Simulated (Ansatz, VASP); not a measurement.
Two plane-wave programs on MgS

Contents of POSCAR:

```
MgS
1.0
   -0.0868906991      2.5146272379      2.5146272379
    2.5146272379     -0.0868906991      2.5146272379
    2.5146272379      2.5146272379     -0.0868906991
Mg S
1 1
Direct
    0.0000000000      0.0000000000      0.0000000000
    0.5000000000      0.5000000000      0.5000000000
```

INCAR.step1

```
PREC = Accurate
ENCUT = 520
ISMEAR = 0
SIGMA = 0.01
LREAL = False
LASPH = True
NELM = 100
NBANDS = 11
GGA = PE
ALGO = Normal
EDIFF = 1E-4
LWAVE = True
LCHARG = False
```

File INCAR.step2:

```
PREC = Accurate
ENCUT = 520
EDIFF = 1E-6
ISMEAR = 0
SIGMA = 0.01
LREAL = False
LASPH = True
NELM = 100
ALGO = Normal
ISIF = 2
LWAVE = False
LCHARG = False
METAGGA = R2SCAN
LMIXTAU = True
NBANDS = 11
ISTART = 1
```

The input KPOINTS:

```
regular mesh
0
Gamma
  8 8 8
```

Input for Ansatz:

```yaml
crystal:
  lattice:
    - [-0.0868906991, 2.5146272379, 2.5146272379]
    - [2.5146272379, -0.0868906991, 2.5146272379]
    - [2.5146272379, 2.5146272379, -0.0868906991]
  atoms:
    - { symbol: Mg, position: [0.0, 0.0, 0.0] }
    - { symbol: S, position: [0.5, 0.5, 0.5] }
kpoints:
  mp_grid: { grid: [8, 8, 8] }
  band_path:
    path:
      - [0.0, 0.0, 0.0]
      - [0.5, 0.0, 0.5]
      - [0.625, 0.25, 0.625]
      - [0.375, 0.375, 0.75]
      - [0.5, 0.5, 0.5]
      - [0.5, 0.25, 0.75]
    npoints: 1
hamiltonian:
  xc: r2scan
scf:
  occupations: { method: fixed }
  n_extra_bands: 4
output:
  forces: true
  stress: true
  eigenvalues: true
```

Change from the starting cell: shear_111 strain -5.0%.

Alike in both runs: task single point; functional r2SCAN; k mesh 8 × 8 × 8; no spin polarisation.

|  | VASP | Ansatz |
| --- | --- | --- |
| version | VASP 6.6.1 | Ansatz 0.2.0 |
| potentials or method | VASP PAW PBE potentials, release 64 (Mg, S) | plane waves, PAW |
| plane-wave cutoff (eV) | 520 | 500 |
| occupations | gaussian, width 0.01 eV | fixed |
| valence electrons in the cell | 8 | 16 |

VASP gave:

```
gap on the k mesh at the Fermi level (eV)                     : 3.16
pressure (GPa)                                                : 4.1
traceless stress, the component that is largest in VASP (GPa) : 2.06
```

Question: What did Ansatz give for the same quantities?

Answer: gap on the k mesh at the Fermi level (eV): 3.18; pressure (GPa): 4.6; traceless stress, the component that is largest in VASP (GPa): 2.05.

VASP's potentials were made for PBE, not for r2SCAN. VASP's potentials hold 8 valence electrons a cell and Ansatz's 16, so a difference there can come from the potentials and not from the codes.
